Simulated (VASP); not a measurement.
A run of VASP 6.6.1:

File INCAR:

```
SYSTEM = Rh
PREC = Accurate
ENCUT = 520
EDIFF = 1E-6
ISMEAR = 0
SIGMA = 0.15
LREAL = .False.
LASPH = .True.
NELM = 60
ALGO = Fast
ISIF = 2
LWAVE = .False.
LCHARG = .False.
GGA = PS
NBANDS = 14
```

Contents of KPOINTS:

```
Automatic mesh
0
Gamma
  22 22 22
  0 0 0
```

Contents of POSCAR:

```
Rh
1.0
    0.0000000000      1.9015500000      1.9395810000
    1.9015500000      0.0000000000      1.9395810000
    1.9015500000      1.9015500000      0.0000000000
Rh
1
Direct
    0.0000000000      0.0000000000      0.0000000000
```

Potentials or basis: VASP PAW PBE potentials, release 64 (Rh_pv).

Run with:

```sh
$ cat potpaw_PBE.64/Rh_pv/POTCAR > POTCAR
$ mpirun -np 1 vasp_std > vasp.out
```

Hardware: 1 thread of Intel(R) Xeon(R) Platinum 8259CL CPU @ 2.50GHz (Skylake/Cascade Lake), with other jobs on the host.

**Question.** Estimate the wall time of this run.

**Answer.** Run time: 97 s on 1 thread of Intel(R) Xeon(R) Platinum 8259CL CPU @ 2.50GHz (Skylake/Cascade Lake) (shared host), peak memory 0.25 GiB. Counts: scf iterations 11, k points 834.
